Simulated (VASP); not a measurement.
CdTe: dielectric tensor with PBE

CdTe:

```xyz
2
Lattice="0.0000 3.2799 3.2799 3.2799 0.0000 3.2799 3.2799 3.2799 0.0000" Properties=species:S:1:pos:R:3 pbc="T T T"
Cd    0.0000    0.0000    0.0000
Te    1.6400    1.6400    1.6400
```

| Item | Value |
| --- | --- |
| Program | VASP 6.6.1 |
| Task | dielectric tensor |
| Functional | PBE |
| Potentials or basis | VASP PAW PBE potentials, release 64 (Cd, Te) |
| Cutoff | 520 eV |
| k mesh | 6 × 6 × 6 |
| Occupations | gaussian, width 0.01 eV |
| Spin | no spin polarisation |
| Dipole correction | no |
| Further INCAR settings | ALGO = Normal; EDIFF = 1e-08 |

```json
{"Band gap on the k mesh": "0.66 eV, direct", "Electronic dielectric tensor (diagonal)": "15.90", "Born charges (mean of the diagonal)": "Cd +2.53; Te -2.53 e"}
```

Levels at points of the mesh, in eV from the valence-band top:
| k point | band 5 | band 6 | band 7 | band 8 | band 9 | band 10 | band 11 | band 12 | band 13 |
| --- | --- | --- | --- | --- | --- | --- | --- | --- | --- |
| (0.00, 0.00, 0.00) | -7.94 | -7.94 | 0.00 | 0.00 | 0.00 | 0.66 | 4.62 | 4.62 | 4.62 |
| (0.50, 0.00, 0.00) | -7.93 | -7.61 | -4.22 | -0.72 | -0.72 | 1.78 | 5.20 | 5.20 | 7.05 |
| (0.50, 0.50, 0.00) | -7.91 | -7.49 | -4.14 | -1.74 | -1.74 | 2.67 | 2.68 | 8.65 | 8.95 |

Electronic dielectric tensor:
```
15.90  0.00  0.00
 0.00 15.90  0.00
 0.00  0.00 15.90
```

Born effective charge tensors (e):
atom 1, Cd
```
2.53 0.00 0.00
0.00 2.53 0.00
0.00 0.00 2.53
```
atom 2, Te
```
-2.53  0.00  0.00
 0.00 -2.53  0.00
 0.00  0.00 -2.53
```

It took 3 min on 1 thread of AMD EPYC 9R45 96-Core Processor (Zen 5) (shared host), peak memory 0.27 GiB.

Caveat: the gap is small at this level, which inflates the dielectric constant; spin-orbit coupling is left out, which moves the levels of the heavy elements. A hybrid or GW would open this gap; PBE tends to underestimate it.
